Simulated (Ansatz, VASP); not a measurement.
**One calculation of Cs2CaSbF6, two programs**

```
Ca F Cs Sb
1.0
     0.00000    4.67811    4.67811
     4.67811    0.00000    4.67811
     4.67811    4.67811    0.00000
Ca F Cs Sb
1 6 2 1
Direct
  0.00000 0.00000 0.00000
  0.79000 0.21000 0.21000
  0.21000 0.79000 0.21000
  0.21000 0.79000 0.79000
  0.79000 0.21000 0.79000
  0.21000 0.21000 0.79000
  0.79000 0.79000 0.21000
  0.25000 0.25000 0.25000
  0.75000 0.75000 0.75000
  0.50000 0.50000 0.50000
```

Alike in both runs: task single point; functional PBE; k mesh 6 × 6 × 6; occupations fermi-dirac, width 0.0342 eV; no spin polarisation.

|  | VASP | Ansatz |
| --- | --- | --- |
| version | VASP 6.6.1 | Ansatz 0.2.0 |
| potentials or method | VASP PAW PBE potentials, release 64 (Ca_sv, F, Cs_sv, Sb), cutoff 520 eV | PAW plane waves |
| valence electrons in the cell | 75 | 85 |

```csv
,VASP,Ansatz,Ansatz less VASP
pressure (GPa),8.1,7.9,-0.23
rms of the force components (eV/Å),2.157,2.089,-0.0688
```

Atom by atom the forces differ by 0.069 eV/Å (rms over components). With one functional, cell and mesh, what is left measures potentials, basis and numerics. VASP's potentials hold 75 valence electrons a cell and Ansatz's 85, so a difference there can come from the potentials and not from the codes.

Neither program's run includes spin-orbit coupling.
